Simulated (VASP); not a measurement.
# Hg (P6_3/mmc) in VASP: relaxation of cell and atoms with RPBE

Aim: the relaxation of cell and atoms of Hg with RPBE.

Everything below comes from runs of VASP 6.6.1. Logs are shortened: lines on timing, memory, paths and dates and some standing lists are left out, and cuts for length are marked.

## 1. The cell of the first run

It takes space group P6_3/mmc (No. 194, hexagonal). The conventional cell has a = 3.195 Å, b = 3.195 Å, c = 5.218 Å, α = 90.00°, β = 90.00°, γ = 120.00°. Hg (site symmetry -6m2) has 12 Hg at 3.20 Å within 4.2 Å.

## 2. Relaxation of cell and atoms, RPBE

Contents of INCAR:

```
SYSTEM = Hg
ALGO     = Normal         ! electronic algorithm
EDIFF    = 1E-7           ! SCF threshold, eV
EDIFFG   = -0.01          ! ionic threshold
ENCUT    = 550            ! plane-wave cutoff, eV
GGA      = RP             ! functional
GGA_COMPAT= .False.      
IBRION   = 2              ! ionic algorithm
ISIF     = 3              ! what is computed and relaxed
ISMEAR   = -1             ! smearing method
LASPH    = .True.         ! aspherical terms in the spheres
LCHARG   = .False.        ! write CHGCAR
LREAL    = .False.        ! projectors in reciprocal space
LWAVE    = .False.        ! write WAVECAR
NELM     = 120            ! most SCF steps
NELMIN   = 4            
NSW      = 80             ! ionic steps
PREC     = Accurate       ! precision mode
SIGMA    = 0.1            ! smearing width, eV
```

Contents of KPOINTS:

```
k-points
0
Gamma
  11 11 6
  0 0 0
```

Contents of POSCAR:

```
Hg
1.0
    3.1954827370      0.0000000000      0.0000000000
   -1.5977413685      2.7673692276      0.0000000000
    0.0000000000      0.0000000000      5.2182233095
Hg
2
Direct
    0.3333333333      0.6666666667      0.2500000000
    0.6666666667      0.3333333333      0.7500000000
```

Potentials or basis: VASP PAW PBE potentials, release 64 (Hg_sv_GW).

Started as:

```console
> cat potpaw_PBE.64/Hg_sv_GW/POTCAR > POTCAR
> mpirun -np 1 vasp_std > vasp.out
```

OUTCAR:

```text
SYSTEM = Hg
   EDIFF = 1E-7
   EDIFFG = -0.01
   ENCUT = 550
   GGA = RP
   IBRION = 2
   ISIF = 3
   ISMEAR = -1
   LASPH = .True.
   LREAL = .False.
   NELM = 120
   NELMIN = 4
   NSW = 80
   PREC = Accurate

 ion  position               nearest neighbor table
   1  0.333  0.667  0.250-   2 3.20   2 3.20   2 3.20   2 3.20   2 3.20   2 3.20
   2  0.667  0.333  0.750-   1 3.20   1 3.20   1 3.20   1 3.20   1 3.20   1 3.20

  LATTYP: Found a hexagonal cell.
 ALAT       =     3.1954827370
 C/A-ratio  =     1.6330000000

  Lattice vectors:

 A1 = (   3.1954827370,   0.0000000000,   0.0000000000)
 A2 = (  -1.5977413685,   2.7673692276,   0.0000000000)
 A3 = (   0.0000000000,   0.0000000000,   5.2182233095)

Analysis of symmetry for initial positions (statically):
=====================================================================
 Subroutine PRICEL returns:
 Original cell was already a primitive cell.

 Routine SETGRP: Setting up the symmetry group for a
 hexagonal supercell.

 Subroutine GETGRP returns: Found 24 space group operations
 (whereof 12 operations were pure point group operations)
 out of a pool of 24 trial point group operations.

The static configuration has the point symmetry D_3d.
 The point group associated with its full space group is D_6h.

Analysis of symmetry for dynamics (positions and initial velocities):
=====================================================================
 Subroutine PRICEL returns:
 Original cell was already a primitive cell.

 Routine SETGRP: Setting up the symmetry group for a
 hexagonal supercell.

 Subroutine GETGRP returns: Found 24 space group operations
 (whereof 12 operations were pure point group operations)
 out of a pool of 24 trial point group operations.

The dynamic configuration has the point symmetry D_3d.
 The point group associated with its full space group is D_6h.

 Subroutine INISYM returns: Found 24 space group operations
 (whereof 12 operations are pure point group operations),
 and found     1 'primitive' translations

----------------------------------------------------------------------------------------

                                     Primitive cell

  volume of cell :      46.1452

  direct lattice vectors                    reciprocal lattice vectors
     3.195482737  0.000000000  0.000000000     0.312941763  0.180677011  0.000000000
    -1.597741368  2.767369228  0.000000000     0.000000000  0.361354022  0.000000000
     0.000000000  0.000000000  5.218223309     0.000000000  0.000000000  0.191636107

  length of vectors
[... 66 lines left out ...]
   total plane-waves  NPLWV =  23040
   dimension x,y,z NGX =    24 NGY =   24 NGZ =   40
   dimension x,y,z NGXF=    48 NGYF=   48 NGZF=   80
   ions per type =               2
   NGX,Y,Z   is equivalent  to a cutoff of  12.49, 12.49, 12.74 a.u.
   NGXF,Y,Z  is equivalent  to a cutoff of  24.97, 24.97, 25.49 a.u.
 SYSTEM =  Hg
   PREC   = accura    normal or accurate (medium, high low for compatibility)
   ISTART =      0    job   : 0-new  1-cont  2-samecut
   ICHARG =      2    charge: 1-file 2-atom 10-const
   ISPIN  =      1    spin polarized calculation?
   LNONCOLLINEAR =      F non collinear calculations
   LSORBIT =      F    spin-orbit coupling
   LASPH  =      T    aspherical Exc in radial PAW
   ENCUT  =  550.0 eV  40.42 Ry    6.36 a.u.   6.11  6.11  9.98*2*pi/ulx,y,z
   NELM   =    120;   NELMIN=  4; NELMDL= -5     # of ELM steps
   EDIFF  = 0.1E-06   stopping-criterion for ELM
   LREAL  =      F    real-space projection
   EDIFFG = -.1E-01   stopping-criterion for IOM
   NSW    =     80    number of steps for IOM
   IBRION =      2    ionic relax: 0-MD 1-quasi-New 2-CG
   NFREE  =      1    steps in history (QN), initial steepest desc. (CG)
   ISIF   =      3    stress and relaxation
   ISYM   =      2    0-nonsym 1-usesym 2-fastsym
   POTIM  = 0.5000    time-step for ionic-motion
   TEBEG  =    0.0;   TEEND  =   0.0 temperature during run
   PSTRESS=    0.0 pullay stress
   NELECT =      40.0000    total number of electrons
   NUPDOWN=      -1.0000    fix difference up-down
   EMIN   =  10.00;   EMAX   =-10.00  energy-range for DOS
   EFERMI =   0.00;   METHOD = LEGACY
   ISMEAR =    -1;   SIGMA  =   0.10  broadening in eV -4-tet -1-fermi 0-gaus
   EFERMI_NEDOS =   21; number of points for ismear=-14 and -15
   IALGO  =     38    algorithm
   IMIX   =      4    mixing-type and parameters
     AMIX     =   0.40;   BMIX     =  1.00
     AMIX_MAG =   1.60;   BMIX_MAG =  1.00
  volume/ion in A,a.u.               =      23.07       155.70
  Fermi-wavevector in a.u.,A,eV,Ry     =   1.560940  2.949748 33.151034  2.436532
  Thomas-Fermi vector in A             =   2.664078
   LORBIT       =      0    0 simple, 1 ext, 2 COOP (PROOUT), +10 PAW based schemes
   GGA     = RP    functional components
   LHFCALC =     F    Hartree Fock is set to
   AEXX    =    0.0000 exact exchange contribution
   IVDW    =     0    specifies the selected vdW correction
   LEPSILON=     F    determine dielectric tensor
   LRPA    =     F    only Hartree local field effects (RPA)
 conjugate gradient relaxation of ions
 non-spin polarized calculation
  energy-cutoff  :      550.00
  volume of cell :       46.15
 maximum number of plane-waves:      1372
   NGX = 13   NGY = 13   NGZ = 19

--------------------------------------- Ionic step        1  -------------------------------------------

 number of electron      40.0000023 magnetization

 Free energy of the ion-electron system (eV)
  ---------------------------------------------------
  ext. energy  EPLUGINS =         0.00000000
  ---------------------------------------------------
  free energy    TOTEN  =         0.75366972 eV

  energy without entropy =        0.77657965  energy(sigma->0) =        0.76512469

 E-fermi :   6.2593     XC(G=0): -11.3128

 val. band max:        6.2470151505   @ k =   0.2727   0.2727   0.0000
 cond. band min:       6.2987859607   @ k =   0.3636   0.0000   0.0000
 fundamental gap:      0.0517708102
 Fermi energy:         6.2593174015
[... 1406 lines left out ...]
  FREE ENERGIE OF THE ION-ELECTRON SYSTEM (eV)
  ---------------------------------------------------
  free  energy   TOTEN  =         0.4508134660 eV

  energy  without entropy=        0.4571729390  energy(sigma->0) =        0.45399320

[... ionic steps 4 to 8 ...]

--------------------------------------- Ionic step        9  -------------------------------------------

 number of electron      39.9999984 magnetization

------------------------ aborting loop because EDIFF is reached ----------------------------------------
[... 67 lines left out ...]
--------------------------------------- Ionic step       11  -------------------------------------------

 number of electron      39.9999998 magnetization

 Free energy of the ion-electron system (eV)
  ---------------------------------------------------
  ext. energy  EPLUGINS =         0.00000000
  ---------------------------------------------------
  free energy    TOTEN  =         0.44255483 eV

  energy without entropy =        0.44527009  energy(sigma->0) =        0.44391246

 E-fermi :   3.1363     XC(G=0):  -9.5000

 val. band max:        3.1298452922   @ k =   0.0000   0.0000   0.0000
 cond. band min:       3.3503793473   @ k =   0.0909   0.0000   0.0000
 fundamental gap:      0.2205340551
 Fermi energy:         3.1363316622
[... 677 lines left out ...]
  FREE ENERGIE OF THE ION-ELECTRON SYSTEM (eV)
  ---------------------------------------------------
  free  energy   TOTEN  =         0.4425548344 eV

  energy  without entropy=        0.4452700856  energy(sigma->0) =        0.44391246

 reached required accuracy - stopping structural energy minimisation
```

OSZICAR:

```text
N       E                     dE             d eps       ncg     rms          rms(c)
DAV:   1     0.918778987471E+03    0.91878E+03   -0.27516E+04  3448   0.240E+03
DAV:   2     0.101869750719E+03   -0.81691E+03   -0.79278E+03  3072   0.103E+03
DAV:   3     0.524543558081E+01   -0.96624E+02   -0.95582E+02  4432   0.307E+02
[... 126 lines left out ...]
DAV:   4     0.442561441769E+00   -0.21880E-03   -0.30637E-03  4152   0.858E-01    0.623E-02
DAV:   5     0.442561771068E+00    0.32930E-06   -0.11325E-04  4704   0.155E-01    0.333E-02
DAV:   6     0.442555807922E+00   -0.59631E-05   -0.14247E-05  4168   0.806E-02    0.396E-03
DAV:   7     0.442554814757E+00   -0.99316E-06   -0.12656E-06  4064   0.131E-02    0.357E-03
DAV:   8     0.442554834377E+00    0.19620E-07   -0.14705E-07  2480   0.522E-03
  11 F= 0.44255483E+00 E0= 0.44391246E+00  d E =-.169545E-02
```

Run time: 5.3 min. Hardware: 1 thread of Intel Xeon Platinum 8488C (Sapphire Rapids), shared host; peak memory 0.22 GiB.

Results:

```yaml
Free_energy: 0.4426 eV
Relaxed_volume: 31.17 Å³/atom
Relaxed_cell: a = 3.555 Å, b = 3.555 Å, c = 5.696 Å, α = 90.00°, β = 90.00°, γ = 120.00°
Space_group_after_relaxing_to_0.1_Å: P6_3/mmc (No. 194)
Energy_gained_by_relaxing: 155.6 meV/atom
Ionic_steps: 11
Pressure_after_relaxing: 0.0 GPa
```

Step by step:
| step | energy change (eV) | largest force (eV/Å) | pressure (GPa) | volume (Å³) |
| --- | --- | --- | --- | --- |
| 1 | 0.0000 | 0.0000 | 8.60 | 46.15 |
| 2 | -0.2643 | 0.0000 | 2.26 | 54.92 |
| 3 | -0.3029 | 0.0000 | 0.72 | 59.25 |
| 4 | -0.2938 | 0.0000 | -0.68 | 68.57 |
| 5 | -0.3088 | 0.0000 | -0.19 | 63.55 |
| 6 | -0.3094 | 0.0000 | -0.02 | 62.56 |
| 7 | -0.3094 | 0.0000 | 0.04 | 62.20 |
| 8 | -0.3101 | 0.0000 | 0.03 | 62.24 |
| 9 | -0.3108 | 0.0000 | 0.03 | 62.29 |
| 10 | -0.3108 | 0.0000 | 0.03 | 62.40 |
| 11 | -0.3111 | 0.0000 | 0.03 | 62.34 |

Final structure:
```
Hg
1.0
     3.55498    0.00000    0.00000
    -1.77749    3.07870    0.00000
     0.00000    0.00000    5.69635
Hg
2
Direct
  0.33333 0.66667 0.25000
  0.66667 0.33333 0.75000
```

Caveat: the volume moved by over 15 % at a fixed basis, so the end points are rough; the PAW data sets were made with another functional, which shifts forces and pressure a little; spin-orbit coupling is left out, which moves the levels of the heavy elements.
